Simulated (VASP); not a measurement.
# Mg3Te2O (P4mm) in VASP: notebook, part 2 of 2

VASP 6.6.1. The steps go on from the part before.

## 3. Relaxation of cell and atoms, PBE

Contents of INCAR:

```
SYSTEM = Mg3Te2O
PREC = Accurate
ENCUT = 600
EDIFF = 1E-6
ISMEAR = 0
SIGMA = 0.1
LREAL = .FALSE.
LASPH = .TRUE.
NELM = 100
ALGO = Normal
ISIF = 3
LWAVE = .FALSE.
LCHARG = .FALSE.
GGA = PE
IBRION = 2
NSW = 100
EDIFFG = -0.01
```

Contents of KPOINTS:

```
regular mesh
0
G
  8 8 6
  0 0 0
```

Contents of POSCAR:

```
Mg3Te2O
1.0
    4.4261642202      0.0000000000      0.0000000000
    0.0000000000      4.4261642202      0.0000000000
    0.0000000000      0.0000000000      7.1960902925
Mg Te O
3 2 1
Direct
    0.5000000000      0.0000000000      0.6223657130
    0.0000000000      0.5000000000      0.6223657130
    0.5000000000      0.5000000000      0.3016832942
    0.5000000000      0.0000000000      0.0355275798
    0.0000000000      0.5000000000      0.0355275798
    0.0000000000      0.0000000000      0.6044679603
```

Potentials or basis: VASP PAW PBE potentials, release 64 (Mg, Te, O).

Launch:

```
$ cat potpaw_PBE.64/Mg/POTCAR potpaw_PBE.64/Te/POTCAR potpaw_PBE.64/O/POTCAR > POTCAR
$ mpirun -np 1 vasp_std > vasp.out
```

OUTCAR:

```text
SYSTEM = Mg3Te2O
   PREC = Accurate
   ENCUT = 600
   EDIFF = 1E-6
   ISMEAR = 0
   LREAL = .FALSE.
   LASPH = .TRUE.
   NELM = 100
   ISIF = 3
   GGA = PE
   IBRION = 2
   NSW = 100
   EDIFFG = -0.01

 ion  position               nearest neighbor table
   1  0.500  0.000  0.622-   6 2.22   6 2.22   4 2.97   2 3.13   2 3.13   2 3.13   2 3.13   3 3.20
                             3 3.20
   2  0.000  0.500  0.622-   6 2.22   6 2.22   5 2.97   1 3.13   1 3.13   1 3.13   1 3.13   3 3.20
                             3 3.20
   3  0.500  0.500  0.302-   4 2.93   5 2.93   4 2.93   5 2.93   1 3.20   1 3.20   2 3.20   2 3.20

   4  0.500  0.000  0.036-   3 2.93   3 2.93   1 2.97   5 3.13   5 3.13   5 3.13   5 3.13
   5  0.000  0.500  0.036-   3 2.93   3 2.93   2 2.97   4 3.13   4 3.13   4 3.13   4 3.13
   6  0.000  0.000  0.604-   1 2.22   2 2.22   2 2.22   1 2.22

  LATTYP: Found a simple tetragonal cell.
[... 404 lines left out ...]

 E-fermi :   4.8436     XC(G=0):  -8.8790

 val. band max:        4.7890625706   @ k =   0.3750   0.0000   0.0000
 cond. band min:       4.8557908592   @ k =   0.5000   0.2500   0.0000
 fundamental gap:      0.0667282886
 Fermi energy:         4.8435530523

 k-point     1 :       0.0000    0.0000    0.0000
  band No.  band energies     occupation
      1     -12.9722      2.00000
      2      -8.6728      2.00000
      3      -4.6202      2.00000
      4      -0.9116      2.00000
      5       0.1726      2.00000
      6       0.1726      2.00000
[... 433 lines left out ...]
      3      -7.0199      2.00000
      4      -0.6316      2.00000
      5       0.3668      2.00000
      6       0.4820      2.00000
[... 8 lines left out ...]
     15       6.4893      0.00000
     16       7.6087      0.00000

 [... further k-points ...]

------------------------ aborting loop because EDIFF is reached ----------------------------------------

  FORCE on cell =-STRESS in cart. coord.  units (eV):
  Direction    XX          YY          ZZ          XY          YZ          ZX
  --------------------------------------------------------------------------------------
  -------------------------------------------------------------------------------------
  Total       -0.0160997     -0.0160997     -0.0239994      0.0000000      0.0000000      0.0000000
  in kB       -0.1832339     -0.1832339     -0.2731427      0.0000000      0.0000000      0.0000000
  external PRESSURE =      -0.2132035 kB  Pullay stress =       0.0000000 kB
[... 21 lines left out ...]
  FREE ENERGIE OF THE ION-ELECTRON SYSTEM (eV)
  ---------------------------------------------------
  free  energy   TOTEN  =       -19.7761438328 eV

  energy  without entropy=      -19.7714815565  energy(sigma->0) =      -19.77381269

 reached required accuracy - stopping structural energy minimisation
```

OSZICAR:

```text
N       E                     dE             d eps       ncg     rms          rms(c)
DAV:   1     0.117957150214E+03    0.11796E+03   -0.99636E+03  1920   0.135E+03
DAV:   2    -0.987831359436E+01   -0.12784E+03   -0.12526E+03  2584   0.199E+02
DAV:   3    -0.226931104797E+02   -0.12815E+02   -0.12703E+02  2608   0.719E+01
[... 91 lines left out ...]
DAV:   4    -0.197761470160E+02    0.22202E-04   -0.12273E-04  2272   0.686E-02    0.256E-02
DAV:   5    -0.197761446699E+02    0.23461E-05   -0.17373E-05  2256   0.297E-02    0.195E-02
DAV:   6    -0.197761448171E+02   -0.14718E-06   -0.13060E-05  2120   0.232E-02    0.101E-02
DAV:   7    -0.197761437710E+02    0.10461E-05   -0.60659E-06  1960   0.172E-02    0.147E-03
DAV:   8    -0.197761438328E+02   -0.61818E-07   -0.13801E-06  1312   0.707E-03
  11 F= -.19776144E+02 E0= -.19773813E+02  d E =-.242471E-03
```

CONTCAR:

```text
Mg3Te2O
   1.00000000000000
     4.4557180494105726    0.0000000000000000    0.0000000000000000
    -0.0000000000000000    4.4557180494105726   -0.0000000000000000
     0.0000000000000000    0.0000000000000000    7.0906491441007482
  Mg              Te              O
     3     2     1
Direct
     0.5000000000000000    0.0000000000000000    0.6212952346974276
     0.0000000000000000    0.5000000000000000    0.6212952346974276
     0.5000000000000000    0.5000000000000000    0.2990330207343447
     0.5000000000000000    1.0000000000000000    0.0392375191524555
     1.0000000000000000    0.5000000000000000    0.0392375191524555
     0.0000000000000000    0.0000000000000000    0.6018393116658792

  0.00000000E+00  0.00000000E+00  0.00000000E+00
  0.00000000E+00  0.00000000E+00  0.00000000E+00
  0.00000000E+00  0.00000000E+00  0.00000000E+00
  0.00000000E+00  0.00000000E+00  0.00000000E+00
  0.00000000E+00  0.00000000E+00  0.00000000E+00
  0.00000000E+00  0.00000000E+00  0.00000000E+00
```

Wall time 9 min (1 thread of AMD EPYC 9R45 (Zen 5), shared host); peak memory 0.39 GiB.

Results:

```yaml
Free_energy: -19.7761 eV
Relaxed_volume: 23.46 Å³/atom
Relaxed_cell: a = 4.456 Å, b = 4.456 Å, c = 7.091 Å, α = 90.00°, β = 90.00°, γ = 90.00°
Space_group_after_relaxing_to_0.1_Å: P4mm (No. 99)
Energy_gained_by_relaxing: 1.5 meV/atom
Ionic_steps: 11
Pressure_after_relaxing: 0.0 GPa
Largest_force_after_relaxing: 0.009 eV/Å
Band_gap_on_the_k_mesh: zero (bands 12 and 13 overlap by 2.67 eV)
```

Forces on the atoms (eV/Å):
```
Mg   0.000  0.000  0.006
Mg   0.000  0.000  0.006
Mg   0.000  0.000  0.006
Te   0.000  0.000 -0.009
Te   0.000  0.000 -0.009
O    0.000  0.000  0.000
```

Step by step:
```tsv
step	energy change (eV)	largest force (eV/Å)	pressure (GPa)	volume (Å³)
1	0.0000	0.1291	0.13	140.98
2	-0.0042	0.1155	-0.09	141.37
3	-0.0060	0.0888	-0.37	141.89
4	-0.0080	0.0485	-0.04	140.96
5	-0.0081	0.0471	-0.04	140.91
6	-0.0086	0.0288	0.03	140.81
7	-0.0087	0.0205	0.07	140.74
8	-0.0089	0.0146	-0.01	140.98
9	-0.0089	0.0120	-0.07	141.11
10	-0.0090	0.0082	-0.06	141.00
11	-0.0091	0.0095	-0.02	140.77
```

Final structure:
```cif
data_structure
_symmetry_space_group_name_H-M 'P 1'
_symmetry_Int_Tables_number 1
_cell_length_a 4.4557
_cell_length_b 4.4557
_cell_length_c 7.0906
_cell_angle_alpha 90.000
_cell_angle_beta 90.000
_cell_angle_gamma 90.000
_cell_volume 140.77
loop_
_atom_site_label
_atom_site_type_symbol
_atom_site_fract_x
_atom_site_fract_y
_atom_site_fract_z
_atom_site_occupancy
Mg1 Mg 0.50000 0.00000 0.62130 1
Mg2 Mg 0.00000 0.50000 0.62130 1
Mg3 Mg 0.50000 0.50000 0.29903 1
Te1 Te 0.50000 0.00000 0.03924 1
Te2 Te 0.00000 0.50000 0.03924 1
O1 O 0.00000 0.00000 0.60184 1
```

Levels at points of the mesh, in eV from the Fermi level:
```
           k point  band 10  band 11  band 12  band 13  band 14  band 15
(0.00, 0.00, 0.00)    -2.49    -1.54     1.39     1.39     1.51     2.79
(0.50, 0.00, 0.00)    -2.40    -2.17    -1.75    -1.28    -0.80     2.76
(0.50, 0.50, 0.00)    -3.00    -2.02     0.03     0.99     0.99     2.76
(0.00, 0.00, 0.50)    -1.98    -1.70     0.17     1.42     1.42     1.84
(0.50, 0.00, 0.50)    -2.59    -2.21    -1.70    -1.04     0.72     1.00
(0.50, 0.50, 0.50)    -2.81    -2.56     1.39     1.39     2.13     2.48
```

Caveat: spin-orbit coupling is left out, which moves the levels of the heavy elements.
